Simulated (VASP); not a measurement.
The system is Al5P2.

```
Al P
1.0
     3.80288    0.00000    0.00000
     0.00000    3.80288    0.00000
     0.00000    0.00000   10.04146
Al P
5 2
Direct
  0.00000 0.00000 0.00000
  0.50000 0.50000 0.71858
  0.50000 0.50000 0.28142
  0.50000 0.00000 0.52522
  0.00000 0.50000 0.47478
  0.50000 0.00000 0.14021
  0.00000 0.50000 0.85979
```

| Item | Value |
| --- | --- |
| Program | VASP 6.6.1 |
| Task | relaxation of cell and atoms |
| Functional | PBE |
| Potentials or basis | VASP PAW PBE potentials, release 64 (Al, P) |
| Cutoff | 600 eV |
| k mesh | 8 × 8 × 4 |
| Occupations | gaussian, width 0.1 eV |
| Spin | no spin polarisation |

At the start: pressure 0.1 GPa; volume 20.75 Å³/atom.

How do energy, volume and symmetry change on relaxing?

Over 13 steps the energy falls by 3.2 meV/atom and the volume is 20.65 Å³/atom (-0.5 %); space group P-4m2 (No. 115, to 0.1 Å) before and after.

The path:
```tsv
step	energy change (eV)	largest force (eV/Å)	pressure (GPa)	volume (Å³)
1	0.0000	0.1430	0.05	145.22
2	-0.0034	0.1347	-0.06	145.37
3	-0.0096	0.1387	-0.40	145.82
4	-0.0103	0.1640	-0.56	146.03
5	-0.0119	0.1571	-0.50	145.87
6	-0.0157	0.1371	-0.31	145.37
7	-0.0184	0.1776	0.08	144.39
8	-0.0185	0.1718	0.03	144.52
9	-0.0200	0.1250	0.02	144.53
10	-0.0216	0.0503	0.01	144.57
11	-0.0218	0.0377	0.00	144.58
12	-0.0221	0.0089	-0.02	144.61
13	-0.0221	0.0073	0.01	144.56
```

Final structure:
```cif
data_structure
_symmetry_space_group_name_H-M 'P 1'
_symmetry_Int_Tables_number 1
_cell_length_a 3.8075
_cell_length_b 3.8075
_cell_length_c 9.9722
_cell_angle_alpha 90.000
_cell_angle_beta 90.000
_cell_angle_gamma 90.000
_cell_volume 144.56
loop_
_atom_site_label
_atom_site_type_symbol
_atom_site_fract_x
_atom_site_fract_y
_atom_site_fract_z
_atom_site_occupancy
Al1 Al 0.00000 0.00000 0.00000 1
Al2 Al 0.50000 0.50000 0.71399 1
Al3 Al 0.50000 0.50000 0.28601 1
Al4 Al 0.50000 0.00000 0.51691 1
Al5 Al 0.00000 0.50000 0.48309 1
P1 P 0.50000 0.00000 0.14203 1
P2 P 0.00000 0.50000 0.85797 1
```
